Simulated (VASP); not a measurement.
# Au in VASP: further runs

Runs on Au. Level: PBEsol. Tasks: single point.

Program: VASP 6.6.1. These are calculated values, not measurements. Logs are shortened: lines on timing, memory, paths and dates and some standing lists are left out, and cuts for length are marked.

## Step 1: The cell of the first run

The typed cell holds 2 atoms: a = 4.321 Å, b = 4.321 Å, c = 2.831 Å, α = 90.00°, β = 139.62°, γ = 90.00°.

## Step 2: Single point, PBEsol

Contents of INCAR:

```
PREC     = Accurate       # precision mode
ENCUT    = 520            # plane-wave cutoff, eV
EDIFF    = 1E-7           # SCF threshold, eV
ISMEAR   = 0              # smearing method
SIGMA    = 0.1            # smearing width, eV
LREAL    = F              # projectors in reciprocal space
LASPH    = T              # aspherical terms in the spheres
NELM     = 80             # most SCF steps
ALGO     = Fast           # electronic algorithm
ISIF     = 2              # what is computed and relaxed
LWAVE    = F              # write WAVECAR
LCHARG   = F              # write CHGCAR
GGA      = PS             # functional
NBANDS   = 18             # bands
ISYM     = 0
```

Contents of KPOINTS:

```
Automatic mesh
0
Gamma
  8 8 18
```

Contents of POSCAR:

```
Au
1.0
    4.3213851583      0.0000000000      0.0049800470
    0.0000000000      4.3213880278      0.0000000000
   -2.1584938856      0.0000000000      1.8316385344
Au
2
Direct
    0.0000000000      0.0000000000      0.0000000000
    0.5000000000      0.5000000000      0.0000000000
```

Potentials or basis: VASP PAW PBE potentials, release 64 (Au).

The run is started by

```sh
cat potpaw_PBE.64/Au/POTCAR > POTCAR
mpirun -np 1 vasp_std > vasp.out
```

OUTCAR:

```text
PREC = Accurate
   ENCUT = 520
   EDIFF = 1E-7
   ISMEAR = 0
   LREAL = F
   LASPH = T
   NELM = 80
   ISIF = 2
   GGA = PS
   ISYM = 0

 ion  position               nearest neighbor table
   1  0.000  0.000  0.000-   2 2.83   2 2.83   2 2.83   2 2.83   2 3.06   2 3.06   2 3.06   2 3.06

   2  0.500  0.500  0.000-   1 2.83   1 2.83   1 2.83   1 2.83   1 3.06   1 3.06   1 3.06   1 3.06

IMPORTANT INFORMATION: All symmetrisations will be switched off!
NOSYMM: (Re-)initialisation of all symmetry stuff for point group C_1.

----------------------------------------------------------------------------------------

                                     Primitive cell

  volume of cell :      34.2512

  direct lattice vectors                    reciprocal lattice vectors
     4.321385158  0.000000000  0.004980047     0.231093443  0.000000000  0.272331999
     0.000000000  4.321388028  0.000000000     0.000000000  0.231407130  0.000000000
    -2.158493886  0.000000000  1.831638534    -0.000628321  0.000000000  0.545218806

  length of vectors
     4.321388028  4.321388028  2.830900135     0.357167883  0.231407130  0.545219168

  position of ions in fractional coordinates (direct lattice)
     0.000000000  0.000000000  0.000000000
     0.500000000  0.500000000  1.000000000

  ion indices of the primitive-cell ions
   primitive index   ion index
                 1           1
                 2           2

----------------------------------------------------------------------------------------

 KPOINTS: Automatic mesh

Automatic generation of k-mesh.
 Grid dimensions read from file:
 generate k-points for:    8    8   18

 Generating k-lattice:

  Cartesian coordinates                     Fractional coordinates (reciprocal lattice)
     0.028886680  0.000000000  0.034041500     0.125000000  0.000000000  0.000000000
     0.000000000  0.028925891  0.000000000     0.000000000  0.125000000  0.000000000
    -0.000034907  0.000000000  0.030289934     0.000000000  0.000000000  0.055555556

  Length of vectors
     0.044645985  0.028925891  0.030289954

  Shift w.r.t. Gamma in fractional coordinates (k-lattice)
     0.000000000  0.000000000  0.000000000

 Subroutine IBZKPT returns following result:
[... 38 lines left out ...]
   NGXF,Y,Z  is equivalent  to a cutoff of  24.62, 24.62, 28.19 a.u.
 SYSTEM =  unknown system
   PREC   = accura    normal or accurate (medium, high low for compatibility)
   ISTART =      0    job   : 0-new  1-cont  2-samecut
   ICHARG =      2    charge: 1-file 2-atom 10-const
   ISPIN  =      1    spin polarized calculation?
   LNONCOLLINEAR =      F non collinear calculations
   LSORBIT =      F    spin-orbit coupling
   LASPH  =      T    aspherical Exc in radial PAW
   ENCUT  =  520.0 eV  38.22 Ry    6.18 a.u.   8.03  8.03  5.26*2*pi/ulx,y,z
   NELM   =     80;   NELMIN=  2; NELMDL= -5     # of ELM steps
   EDIFF  = 0.1E-06   stopping-criterion for ELM
   LREAL  =      F    real-space projection
   EDIFFG = 0.1E-05   stopping-criterion for IOM
   NSW    =      0    number of steps for IOM
   IBRION =     -1    ionic relax: 0-MD 1-quasi-New 2-CG
   NFREE  =      0    steps in history (QN), initial steepest desc. (CG)
   ISIF   =      2    stress and relaxation
   ISYM   =      0    0-nonsym 1-usesym 2-fastsym
   POTIM  = 0.5000    time-step for ionic-motion
   TEBEG  =    0.0;   TEEND  =   0.0 temperature during run
   PSTRESS=    0.0 pullay stress
   NELECT =      22.0000    total number of electrons
   NUPDOWN=      -1.0000    fix difference up-down
   EMIN   =  10.00;   EMAX   =-10.00  energy-range for DOS
   EFERMI =   0.00;   METHOD = LEGACY
   ISMEAR =     0;   SIGMA  =   0.10  broadening in eV -4-tet -1-fermi 0-gaus
   EFERMI_NEDOS =   21; number of points for ismear=-14 and -15
   IALGO  =     68    algorithm
   IMIX   =      4    mixing-type and parameters
     AMIX     =   0.40;   BMIX     =  1.00
     AMIX_MAG =   1.60;   BMIX_MAG =  1.00
  volume/ion in A,a.u.               =      17.13       115.57
  Fermi-wavevector in a.u.,A,eV,Ry     =   1.412507  2.669251 27.146015  1.995176
  Thomas-Fermi vector in A             =   2.534248
   LORBIT       =      0    0 simple, 1 ext, 2 COOP (PROOUT), +10 PAW based schemes
   GGA     = PS    functional components
   LHFCALC =     F    Hartree Fock is set to
   AEXX    =    0.0000 exact exchange contribution
   IVDW    =     0    specifies the selected vdW correction
   LEPSILON=     F    determine dielectric tensor
   LRPA    =     F    only Hartree local field effects (RPA)
 non-spin polarized calculation
 RMM-DIIS sequential band-by-band and
 Gauss-broadening in eV      SIGMA  =   0.10
  energy-cutoff  :      520.00
  volume of cell :       34.25
 maximum number of plane-waves:       940
   NGX = 17   NGY = 17   NGZ = 11

 number of electron      21.9999997 magnetization

 Free energy of the ion-electron system (eV)
  ---------------------------------------------------
  ext. energy  EPLUGINS =         0.00000000
  ---------------------------------------------------
  free energy    TOTEN  =        -7.82186560 eV

  energy without entropy =       -7.81909576  energy(sigma->0) =       -7.82048068

 E-fermi :   9.2256     XC(G=0): -12.8553

 val. band max:        9.2001801441   @ k =   0.3750   0.5000   0.2222
 cond. band min:       9.2289739790   @ k =   0.2500   0.3750   0.0556
 fundamental gap:      0.0287938349
 Fermi energy:         9.2256471694

 k-point     1 :       0.0000    0.0000    0.0000
  band No.  band energies     occupation
      1      -0.6668      2.00000
      2       2.0780      2.00000
      3       2.6407      2.00000
      4       4.2301      2.00000
      5       4.2355      2.00000
      6       5.2426      2.00000
[... 481 lines left out ...]
      5       4.5341      2.00000
      6       4.7396      2.00000
[... 10 lines left out ...]
     17      25.1961      0.00000
     18      26.5934      0.00000

 [... further k-points ...]
[... 5 lines left out ...]
  --------------------------------------------------------------------------------------
  -------------------------------------------------------------------------------------
  Total       -0.3376117     -0.1799743     -0.0574668     -0.0000001      0.0000000      0.0009760
  in kB      -15.7925662     -8.4187109     -2.6881412     -0.0000027      0.0000014      0.0456531
  external PRESSURE =      -8.9664728 kB  Pullay stress =       0.0000000 kB

 VOLUME and BASIS-vectors are now :
 -----------------------------------------------------------------------------
  energy-cutoff  :      520.00
  volume of cell :       34.25
      direct lattice vectors                 reciprocal lattice vectors
     4.321385158  0.000000000  0.004980047     0.231093443  0.000000000  0.272331999
     0.000000000  4.321388028  0.000000000     0.000000000  0.231407130  0.000000000
    -2.158493886  0.000000000  1.831638534    -0.000628321  0.000000000  0.545218806

 POSITION                                       TOTAL-FORCE (eV/Angst)
 -----------------------------------------------------------------------------------
      0.00000      0.00000      0.00000         0.000000      0.000000      0.000000
      2.16069      2.16069      0.00249        -0.000000     -0.000000     -0.000000
 -----------------------------------------------------------------------------------
    total drift:                               -0.000000     -0.000000      0.000000

  FREE ENERGIE OF THE ION-ELECTRON SYSTEM (eV)
  ---------------------------------------------------
  free  energy   TOTEN  =        -7.8218655953 eV

  energy  without entropy=       -7.8190957644  energy(sigma->0) =       -7.82048068
```

OSZICAR:

```text
N       E                     dE             d eps       ncg     rms          rms(c)
DAV:   1     0.122034715293E+03    0.12203E+03   -0.11522E+04 21496   0.117E+03
DAV:   2    -0.641365129437E+01   -0.12845E+03   -0.12239E+03 22214   0.260E+02
DAV:   3    -0.850174519979E+01   -0.20881E+01   -0.20764E+01 24184   0.335E+01
DAV:   4    -0.851112103522E+01   -0.93758E-02   -0.93748E-02 22610   0.239E+00
DAV:   5    -0.851120360670E+01   -0.82571E-04   -0.82571E-04 22946   0.236E-01    0.132E+01
RMM:   6    -0.787083726870E+01    0.64037E+00   -0.11218E+00 20885   0.787E+00    0.817E+00
RMM:   7    -0.782777921045E+01    0.43058E-01   -0.14542E-01 21351   0.300E+00    0.363E+00
RMM:   8    -0.782199453650E+01    0.57847E-02   -0.17225E-02 21507   0.101E+00    0.602E-01
RMM:   9    -0.782186318484E+01    0.13135E-03   -0.13168E-03 22721   0.275E-01    0.167E-01
RMM:  10    -0.782187177647E+01   -0.85916E-05   -0.18812E-04 22646   0.918E-02    0.154E-01
RMM:  11    -0.782186549074E+01    0.62857E-05   -0.33781E-05 22430   0.394E-02    0.170E-02
RMM:  12    -0.782186568778E+01   -0.19704E-06   -0.44598E-06 22543   0.133E-02    0.147E-02
RMM:  13    -0.782186546736E+01    0.22041E-06   -0.11645E-06 22233   0.740E-03    0.345E-03
RMM:  14    -0.782186562830E+01   -0.16093E-06   -0.15924E-07 16039   0.232E-03    0.919E-04
RMM:  15    -0.782186559533E+01    0.32971E-07   -0.39597E-08 12431   0.120E-03
   1 F= -.78218656E+01 E0= -.78204807E+01  d E =-.276983E-02
```

It took 3.4 min on 1 thread of Intel Xeon 6975P-C (Granite Rapids), shared host; peak memory 0.4 GiB.

Results:

```yaml
Free_energy: -7.8219 eV
Pressure: -0.9 GPa
Band_gap_on_the_k_mesh: zero (band 11 reaches 13.86 eV, above the bottom of band 12 at 6.58 eV)
```

Stress tensor (GPa, compression positive):
```
-1.58  0.00  0.00
 0.00 -0.84  0.00
 0.00  0.00 -0.27
```

Caveat: the PAW data sets were made with another functional, which shifts forces and pressure a little; spin-orbit coupling is left out, which moves the levels of the heavy elements.

## Step 3: Single point, PBEsol

This run uses another cell than the first one, of 17.81 Å³/atom, 1.040 times its volume.

Contents of INCAR:

```
SYSTEM = Au
PREC = Accurate
ENCUT = 520
EDIFF = 1E-7
ISMEAR = 0
SIGMA = 0.1
LREAL = .False.
LASPH = .True.
NELM = 80
ALGO = Fast
ISIF = 2
LWAVE = .False.
LCHARG = .True.
GGA = PS
LELF = .True.
LVHAR = .True.
NBANDS = 18
ISYM = 0
```

Contents of KPOINTS:

```
regular mesh
0
Gamma
  8 8 18
  0 0 0
```

Contents of POSCAR:

```
Au
1.0
    4.3213880278      0.0000000000      0.0000000000
    0.0000000000      4.3213880278      0.0000000000
   -2.1606940139      0.0000000000      1.9078951949
Au
2
Direct
    0.0000000000      0.0000000000      0.0000000000
    0.5000000000      0.5000000000      0.0000000000
```

Potentials or basis: VASP PAW PBE potentials, release 64 (Au).

The run is started by

```sh
cat potpaw_PBE.64/Au/POTCAR > POTCAR
mpirun -np 1 vasp_std > vasp.out
```

Run time: 3.1 min. Hardware: 1 thread of Intel Xeon 6975P-C (Granite Rapids), shared host; peak memory 0.4 GiB.

The run converged. Its results:

```yaml
Free_energy: -7.7940 eV
Pressure: -6.9 GPa
Band_gap_on_the_k_mesh: zero (band 11 reaches 13.11 eV, above the bottom of band 12 at 6.07 eV)
```

Stress tensor (GPa, compression positive):
```
-7.29  0.00  0.21
 0.00 -7.19  0.00
 0.21  0.00 -6.09
```

Levels at points of the mesh, in eV from the Fermi level:
```csv
k point,band 7,band 8,band 9,band 10,band 11,band 12,band 13,band 14,band 15,band 16
"(0.00, 0.00, 0.00)",-3.61,-2.62,-2.09,-2.03,-1.36,0.44,4.55,10.54,10.82,14.78
"(0.50, 0.00, 0.00)",-3.41,-3.41,-2.97,-2.97,-0.03,-0.03,7.47,7.47,9.49,9.49
"(0.00, 0.50, 0.00)",-3.32,-3.32,-3.04,-3.04,-2.50,-2.50,14.30,14.30,14.44,14.44
"(0.50, 0.50, 0.00)",-2.21,-2.21,-1.67,-1.67,-0.78,-0.78,2.89,2.89,13.51,13.51
"(0.00, 0.00, 0.50)",-1.95,-1.61,-1.61,-1.36,0.44,2.60,4.55,7.23,8.44,8.44
"(0.50, 0.00, 0.50)",-3.41,-3.41,-2.97,-2.97,-0.03,-0.03,7.46,7.46,9.49,9.49
"(0.00, 0.50, 0.50)",-3.24,-3.24,-1.49,-1.49,4.55,4.55,5.07,5.07,7.13,7.13
"(0.50, 0.50, 0.50)",-2.21,-2.21,-1.67,-1.67,-0.79,-0.79,2.89,2.89,13.51,13.51
```

Caveat: the PAW data sets were made with another functional, which shifts forces and pressure a little; spin-orbit coupling is left out, which moves the levels of the heavy elements.
